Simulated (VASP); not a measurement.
# Al (P6_3/mmc) in VASP: further runs, part 2 of 2

VASP 6.6.1.

## Step 4: Single point, PBEsol+D3(BJ) (strain -0.050 along x and y, +0.000 along z)

Input file INCAR:

```
SYSTEM = Al
PREC = Accurate
ENCUT = 520
EDIFF = 1E-6
ISMEAR = 0
SIGMA = 0.15
LREAL = .False.
LASPH = .True.
NELM = 60
ALGO = Normal
ISIF = 2
LWAVE = .False.
LCHARG = .False.
GGA = PS
IVDW = 12
NBANDS = 10
```

Input file KPOINTS:

```
Automatic mesh
0
Gamma
  18 18 10
  0 0 0
```

Input file POSCAR:

```
Al
1.0
    2.6718325839      0.0000000000      0.0000000000
   -1.3359162919      2.3138748923      0.0000000000
    0.0000000000      0.0000000000      4.8668500000
Al
2
Direct
    0.6666666667      0.3333333333      0.7500000000
    0.3333333333      0.6666666667      0.2500000000
```

Potentials or basis: VASP PAW PBE potentials, release 64 (Al).

Run with:

```console
cat potpaw_PBE.64/Al/POTCAR > POTCAR
mpirun -np 1 vasp_std > vasp.out
```

OUTCAR:

```text
SYSTEM = Al
   PREC = Accurate
   ENCUT = 520
   EDIFF = 1E-6
   ISMEAR = 0
   LREAL = .False.
   LASPH = .True.
   NELM = 60
   ISIF = 2
   GGA = PS
   IVDW = 12
 IVDW          = 12

 ion  position               nearest neighbor table
   1  0.667  0.333  0.750-   2 2.88   2 2.88   2 2.88   2 2.88   2 2.88   2 2.88
   2  0.333  0.667  0.250-   1 2.88   1 2.88   1 2.88   1 2.88   1 2.88   1 2.88

  LATTYP: Found a hexagonal cell.
 ALAT       =     2.6718325839
 C/A-ratio  =     1.8215400281

  Lattice vectors:

 A1 = (   2.6718325839,   0.0000000000,   0.0000000000)
 A2 = (  -1.3359162919,   2.3138748923,   0.0000000000)
 A3 = (   0.0000000000,   0.0000000000,   4.8668500000)

Analysis of symmetry for initial positions (statically):
=====================================================================
 Subroutine PRICEL returns:
 Original cell was already a primitive cell.

 Routine SETGRP: Setting up the symmetry group for a
 hexagonal supercell.

 Subroutine GETGRP returns: Found 24 space group operations
 (whereof 12 operations were pure point group operations)
 out of a pool of 24 trial point group operations.

The static configuration has the point symmetry D_3d.
[... 173 lines left out ...]
      1      -2.8490      2.00000
      2       3.0857      2.00000
      3       3.4216      2.00000
      4      19.4927      0.00000
      5      20.7190      0.00000
      6      21.8733      0.00000
      7      21.8733      0.00000
      8      22.1579      0.00000
      9      22.1579      0.00000
     10      25.4655      0.00000
[... 287 lines left out ...]
 k-point    24 :       0.3889    0.1111    0.0000
  band No.  band energies     occupation
      1       2.7213      2.00000
      2       5.5279      2.00000
      3       8.6402      1.98758
      4       8.7298      1.90214
      5      11.1239      0.00000
      6      11.6729      0.00000
      7      13.7505      0.00000
      8      18.5649      0.00000
      9      18.8763      0.00000
     10      21.4225      0.00000

 [... further k-points ...]

------------------------ aborting loop because EDIFF is reached ----------------------------------------

 Edisp (eV)   -0.69712

 E8    (eV) :    -0.4694

  FORCE on cell =-STRESS in cart. coord.  units (eV):
  Direction    XX          YY          ZZ          XY          YZ          ZX
  --------------------------------------------------------------------------------------
  -------------------------------------------------------------------------------------
  Total       1.77510     1.77510    -0.42320     0.00000     0.00000    -0.00000
  in kB      94.52263    94.52263   -22.53516     0.00000     0.00000    -0.00000
  external pressure =       55.50 kB  Pullay stress =        0.00 kB

 VOLUME and BASIS-vectors are now :
 -----------------------------------------------------------------------------
  energy-cutoff  :      520.00
  volume of cell :       30.09
      direct lattice vectors                 reciprocal lattice vectors
     2.671832584  0.000000000  0.000000000     0.374274947  0.216087742  0.000000000
    -1.335916292  2.313874892  0.000000000     0.000000000  0.432175483  0.000000000
     0.000000000  0.000000000  4.866850000     0.000000000  0.000000000  0.205471712

 POSITION                                       TOTAL-FORCE (eV/Angst)
 -----------------------------------------------------------------------------------
      1.33592      0.77129      3.65014         0.000000      0.000000      0.000000
     -0.00000      1.54258      1.21671        -0.000000      0.000000      0.000000
 -----------------------------------------------------------------------------------
    total drift:                                0.000000     -0.000000      0.000000

  FREE ENERGIE OF THE ION-ELECTRON SYSTEM (eV)
  ---------------------------------------------------
  free  energy   TOTEN  =        -8.6964627004 eV

  energy  without entropy=       -8.6883366043  energy(sigma->0) =       -8.69239965
```

Wall time 25 s (1 thread of Intel Xeon 6975P-C, shared host); peak memory 0.18 GiB.

What came out:

| Item | Value |
| --- | --- |
| Free energy | -8.6965 eV |
| Pressure | 5.6 GPa |
| Band gap on the k mesh | zero (band 3 reaches 12.27 eV, above the bottom of band 4 at 5.90 eV) |
| Dispersion energy per atom | -0.349 eV |

Caveat: the cell differs from its parent crystal (strain -0.050 along x and y, +0.000 along z); the PAW data sets were made with another functional, which shifts forces and pressure a little; pairwise dispersion overbinds metals, which lowers pressure and volume.

## Step 5: Single point, PBEsol+D3(BJ) (strain -0.025 along x and y, -0.050 along z)

Input file INCAR:

```
PREC = Accurate ; ENCUT = 520
EDIFF = 1E-6 ; ISMEAR = 0
SIGMA = 0.15 ; LREAL = False
LASPH = True ; NELM = 80
ALGO = Normal ; ISIF = 2
LWAVE = False ; LCHARG = False
GGA = PS ; IVDW = 12
NBANDS = 10
```

Input file KPOINTS:

```
regular mesh
0
Gamma
  18 18 10
```

Input file POSCAR:

```
Al
1.0
    2.7421439677      0.0000000000      0.0000000000
   -1.3710719838      2.3747663369      0.0000000000
    0.0000000000      0.0000000000      4.6235075000
Al
2
Direct
    0.6666666667      0.3333333333      0.7500000000
    0.3333333333      0.6666666667      0.2500000000
```

Potentials or basis: VASP PAW PBE potentials, release 64 (Al).

Run with:

```console
cat potpaw_PBE.64/Al/POTCAR > POTCAR
mpirun -np 1 vasp_std > vasp.out
```

OUTCAR:

```text
PREC = Accurate
   ENCUT = 520
   EDIFF = 1E-6
   ISMEAR = 0
   LREAL = False
   LASPH = True
   NELM = 80
   ISIF = 2
   GGA = PS
   IVDW = 12
 IVDW          = 12

 ion  position               nearest neighbor table
   1  0.667  0.333  0.750-   2 2.80   2 2.80   2 2.80   2 2.80   2 2.80   2 2.80
   2  0.333  0.667  0.250-   1 2.80   1 2.80   1 2.80   1 2.80   1 2.80   1 2.80

  LATTYP: Found a hexagonal cell.
 ALAT       =     2.7421439677
 C/A-ratio  =     1.6860921799

  Lattice vectors:

 A1 = (   2.7421439677,   0.0000000000,   0.0000000000)
 A2 = (  -1.3710719838,   2.3747663369,   0.0000000000)
 A3 = (   0.0000000000,   0.0000000000,   4.6235075000)

Analysis of symmetry for initial positions (statically):
=====================================================================
 Subroutine PRICEL returns:
 Original cell was already a primitive cell.

 Routine SETGRP: Setting up the symmetry group for a
 hexagonal supercell.

 Subroutine GETGRP returns: Found 24 space group operations
 (whereof 12 operations were pure point group operations)
 out of a pool of 24 trial point group operations.

The static configuration has the point symmetry D_3d.
 The point group associated with its full space group is D_6h.

Analysis of symmetry for dynamics (positions and initial velocities):
=====================================================================
 Subroutine PRICEL returns:
 Original cell was already a primitive cell.

 Routine SETGRP: Setting up the symmetry group for a
 hexagonal supercell.

 Subroutine GETGRP returns: Found 24 space group operations
 (whereof 12 operations were pure point group operations)
 out of a pool of 24 trial point group operations.

The dynamic configuration has the point symmetry D_3d.
 The point group associated with its full space group is D_6h.

 Subroutine INISYM returns: Found 24 space group operations
 (whereof 12 operations are pure point group operations),
 and found     1 'primitive' translations

----------------------------------------------------------------------------------------

                                     Primitive cell

  volume of cell :      30.1081

  direct lattice vectors                    reciprocal lattice vectors
     2.742143968  0.000000000  0.000000000     0.364678154  0.210547030  0.000000000
    -1.371071984  2.374766337  0.000000000     0.000000000  0.421094061  0.000000000
     0.000000000  0.000000000  4.623507500     0.000000000  0.000000000  0.216286012

  length of vectors
     2.742143968  2.742143968  4.623507500     0.421094061  0.421094061  0.216286012

  position of ions in fractional coordinates (direct lattice)
     0.666666667  0.333333333  0.750000000
     0.333333333  0.666666667  0.250000000

  ion indices of the primitive-cell ions
   primitive index   ion index
                 1           1
                 2           2

----------------------------------------------------------------------------------------

 KPOINTS: regular mesh

Automatic generation of k-mesh.
 Grid dimensions read from file:
 generate k-points for:   18   18   10

 Generating k-lattice:

  Cartesian coordinates                     Fractional coordinates (reciprocal lattice)
[... 39 lines left out ...]
  0.333333  0.111111  0.000000     12.000000
  0.388889  0.111111  0.000000     12.000000
 [... further k-points ...]
   k-points           NKPTS =    222   k-points in BZ     NKDIM =    222   number of bands    NBANDS=     10
   number of dos      NEDOS =    301   number of ions     NIONS =      2
   total plane-waves  NPLWV =  14400
   dimension x,y,z NGX =    20 NGY =   20 NGZ =   36
   dimension x,y,z NGXF=    40 NGYF=   40 NGZF=   72
   ions per type =               2
   NGX,Y,Z   is equivalent  to a cutoff of  12.13, 12.13, 12.94 a.u.
   NGXF,Y,Z  is equivalent  to a cutoff of  24.25, 24.25, 25.89 a.u.
 SYSTEM =  unknown system
   PREC   = accura    normal or accurate (medium, high low for compatibility)
   ISTART =      0    job   : 0-new  1-cont  2-samecut
   ICHARG =      2    charge: 1-file 2-atom 10-const
   ISPIN  =      1    spin polarized calculation?
   LNONCOLLINEAR =      F non collinear calculations
   LSORBIT =      F    spin-orbit coupling
   LASPH  =      T    aspherical Exc in radial PAW
   ENCUT  =  520.0 eV  38.22 Ry    6.18 a.u.   5.10  5.10  8.60*2*pi/ulx,y,z
   NELM   =     80;   NELMIN=  2; NELMDL= -5     # of ELM steps
   EDIFF  = 0.1E-05   stopping-criterion for ELM
   LREAL  =      F    real-space projection
   EDIFFG = 0.1E-04   stopping-criterion for IOM
   NSW    =      0    number of steps for IOM
   IBRION =     -1    ionic relax: 0-MD 1-quasi-New 2-CG
   NFREE  =      0    steps in history (QN), initial steepest desc. (CG)
   ISIF   =      2    stress and relaxation
   ISYM   =      2    0-nonsym 1-usesym 2-fastsym
   POTIM  = 0.5000    time-step for ionic-motion
   TEBEG  =    0.0;   TEEND  =   0.0 temperature during run
   PSTRESS=    0.0 pullay stress
   NELECT =       6.0000    total number of electrons
   NUPDOWN=      -1.0000    fix difference up-down
   EMIN   =  10.00;   EMAX   =-10.00  energy-range for DOS
   EFERMI =   0.00;   METHOD = LEGACY
   ISMEAR =     0;   SIGMA  =   0.15  broadening in eV -4-tet -1-fermi 0-gaus
   EFERMI_NEDOS =   21; number of points for ismear=-14 and -15
   IALGO  =     38    algorithm
   IMIX   =      4    mixing-type and parameters
     AMIX     =   0.40;   BMIX     =  1.00
     AMIX_MAG =   1.60;   BMIX_MAG =  1.00
  volume/ion in A,a.u.               =      15.05       101.59
  Fermi-wavevector in a.u.,A,eV,Ry     =   0.956234  1.807021 12.440952  0.914384
  Thomas-Fermi vector in A             =   2.085144
   LORBIT       =      0    0 simple, 1 ext, 2 COOP (PROOUT), +10 PAW based schemes
   GGA     = PS    functional components
   LHFCALC =     F    Hartree Fock is set to
   AEXX    =    0.0000 exact exchange contribution
   IVDW    =    12    specifies the selected vdW correction
   LEPSILON=     F    determine dielectric tensor
   LRPA    =     F    only Hartree local field effects (RPA)
 non-spin polarized calculation
 Gauss-broadening in eV      SIGMA  =   0.15
  energy-cutoff  :      520.00
  volume of cell :       30.11
 maximum number of plane-waves:       829
   NGX = 11   NGY = 11   NGZ = 17

 number of electron       6.0000000 magnetization

 Free energy of the ion-electron system (eV)
  ---------------------------------------------------
  ext. energy  EPLUGINS =         0.00000000
  ---------------------------------------------------
  free energy    TOTEN  =        -8.06084960 eV

  energy without entropy =       -8.05193024  energy(sigma->0) =       -8.05638992

 E-fermi :   8.9332     XC(G=0): -10.5968

 val. band max:        8.9073049980   @ k =   0.3333  -0.0000   0.3000
 cond. band min:       8.9402767547   @ k =   0.3333  -0.0000   0.1000
 fundamental gap:      0.0329717567
 Fermi energy:         8.9332386034

 k-point     1 :       0.0000    0.0000    0.0000
  band No.  band energies     occupation
      1      -2.8430      2.00000
      2       3.7948      2.00000
      3       4.0256      2.00000
      4      20.8223      0.00000
      5      20.8223      0.00000
      6      20.8400      0.00000
      7      20.8400      0.00000
      8      21.0182      0.00000
      9      23.3420      0.00000
     10      24.3452      0.00000
[... 287 lines left out ...]
 k-point    24 :       0.3889    0.1111    0.0000
  band No.  band energies     occupation
      1       2.4608      2.00000
      2       5.1763      2.00000
      3       8.7842      1.84004
      4       9.2315      0.00492
      5      11.3042      0.00000
      6      11.5887      0.00000
      7      13.3314      0.00000
      8      18.3916      0.00000
      9      18.7979      0.00000
     10      20.4250      0.00000

 [... further k-points ...]

------------------------ aborting loop because EDIFF is reached ----------------------------------------

 Edisp (eV)   -0.69698

 E8    (eV) :    -0.4694

  FORCE on cell =-STRESS in cart. coord.  units (eV):
  Direction    XX          YY          ZZ          XY          YZ          ZX
  --------------------------------------------------------------------------------------
  -------------------------------------------------------------------------------------
  Total       0.82998     0.82998     0.57888     0.00000     0.00000     0.00000
  in kB      44.16690    44.16690    30.80483     0.00000     0.00000     0.00000
  external pressure =       39.71 kB  Pullay stress =        0.00 kB

 VOLUME and BASIS-vectors are now :
 -----------------------------------------------------------------------------
  energy-cutoff  :      520.00
  volume of cell :       30.11
      direct lattice vectors                 reciprocal lattice vectors
     2.742143968  0.000000000  0.000000000     0.364678154  0.210547030  0.000000000
    -1.371071984  2.374766337  0.000000000     0.000000000  0.421094061  0.000000000
     0.000000000  0.000000000  4.623507500     0.000000000  0.000000000  0.216286012

 POSITION                                       TOTAL-FORCE (eV/Angst)
 -----------------------------------------------------------------------------------
      1.37107      0.79159      3.46763        -0.000000      0.000000      0.000000
     -0.00000      1.58318      1.15588         0.000000     -0.000000      0.000000
 -----------------------------------------------------------------------------------
    total drift:                                0.000000     -0.000000     -0.000000

  FREE ENERGIE OF THE ION-ELECTRON SYSTEM (eV)
  ---------------------------------------------------
  free  energy   TOTEN  =        -8.7578304516 eV

  energy  without entropy=       -8.7489110950  energy(sigma->0) =       -8.75337077
```

It took 26 s on 1 thread of Intel Xeon 6975P-C, shared host; peak memory 0.18 GiB.

What came out:

* Free energy: -8.7578 eV
* Pressure: 4.0 GPa
* Band gap on the k mesh: zero (band 3 reaches 12.94 eV, above the bottom of band 4 at 5.68 eV)
* Dispersion energy per atom: -0.348 eV

Caveat: the cell differs from its parent crystal (strain -0.025 along x and y, -0.050 along z); the PAW data sets were made with another functional, which shifts forces and pressure a little; pairwise dispersion overbinds metals, which lowers pressure and volume.

## Step 6: Single point, PBEsol+D3(BJ) (strain -0.050 along x and y, +0.025 along z)

Input file INCAR:

```
  PREC = Accurate
  ENCUT = 520
  EDIFF = 1E-6
  ISMEAR = 0
  SIGMA = 0.15
  LREAL = False
  LASPH = True
  NELM = 100
  ALGO = Normal
  ISIF = 2
  LWAVE = False
  LCHARG = False
  GGA = PS
  IVDW = 12
  NBANDS = 10
```

Input file KPOINTS:

```
Automatic mesh
0
Gamma
  18 18 10
```

Input file POSCAR:

```
Al
1.0
    2.6718325839      0.0000000000      0.0000000000
   -1.3359162919      2.3138748923      0.0000000000
    0.0000000000      0.0000000000      4.9885212500
Al
2
Direct
    0.6666666667      0.3333333333      0.7500000000
    0.3333333333      0.6666666667      0.2500000000
```

Potentials or basis: VASP PAW PBE potentials, release 64 (Al).

Run with:

```console
cat potpaw_PBE.64/Al/POTCAR > POTCAR
mpirun -np 1 vasp_std > vasp.out
```

Wall time 28 s (1 thread of Intel Xeon 6975P-C, shared host); peak memory 0.19 GiB.

Results (log left out):

```
Free energy                : -8.6795 eV
Pressure                   : 3.8 GPa
Band gap on the k mesh     : zero (band 3 reaches 11.67 eV, above the bottom of band 4 at 5.72 eV)
Dispersion energy per atom : -0.340 eV
```

Stress tensor (GPa, compression positive):
```
 8.15  0.00  0.00
 0.00  8.15  0.00
 0.00  0.00 -5.01
```

Levels at points of the mesh, in eV from the Fermi level:
| k point | band 1 | band 2 | band 3 | band 4 | band 5 | band 6 | band 7 |
| --- | --- | --- | --- | --- | --- | --- | --- |
| (0.00, 0.00, 0.00) | -11.56 | -6.04 | -5.45 | 9.98 | 10.81 | 13.15 | 13.15 |
| (0.50, 0.00, 0.00) | -4.94 | -4.80 | 0.16 | 0.73 | 1.11 | 1.35 | 7.72 |
| (0.00, 0.00, 0.50) | -10.09 | -10.09 | 1.24 | 1.24 | 13.87 | 13.87 | 13.87 |
| (0.50, 0.00, 0.50) | -3.90 | -3.90 | -2.89 | -2.89 | 7.17 | 7.17 | 7.42 |

Caveat: the cell differs from its parent crystal (strain -0.050 along x and y, +0.025 along z); the PAW data sets were made with another functional, which shifts forces and pressure a little; pairwise dispersion overbinds metals, which lowers pressure and volume.

## Step 7: Summary

```tsv
cell	gap on the mesh (eV)	pressure (GPa)
a = 2.672, b = 2.672, c = 4.624 Å, angles 90.0, 90.0, 120.0°, 2 atoms	none	10.3
a = 2.672, b = 2.672, c = 4.745 Å, angles 90.0, 90.0, 120.0°, 2 atoms	none	7.7
a = 2.672, b = 2.672, c = 4.867 Å, angles 90.0, 90.0, 120.0°, 2 atoms	none	5.6
a = 2.742, b = 2.742, c = 4.624 Å, angles 90.0, 90.0, 120.0°, 2 atoms	none	4.0
a = 2.672, b = 2.672, c = 4.989 Å, angles 90.0, 90.0, 120.0°, 2 atoms	none	3.8
```

Alike in all rows: task single point; level PBEsol+D3(BJ); potentials or basis VASP PAW PBE potentials, release 64 (Al); no spin polarisation; k mesh 18 × 18 × 10; cutoff (eV) 520; smearing gaussian 0.15 eV.

Caveats: the PAW data sets were made with another functional, which shifts forces and pressure a little; pairwise dispersion overbinds metals, which lowers pressure and volume.

Absolute energies hang on the potentials; compare differences alone.
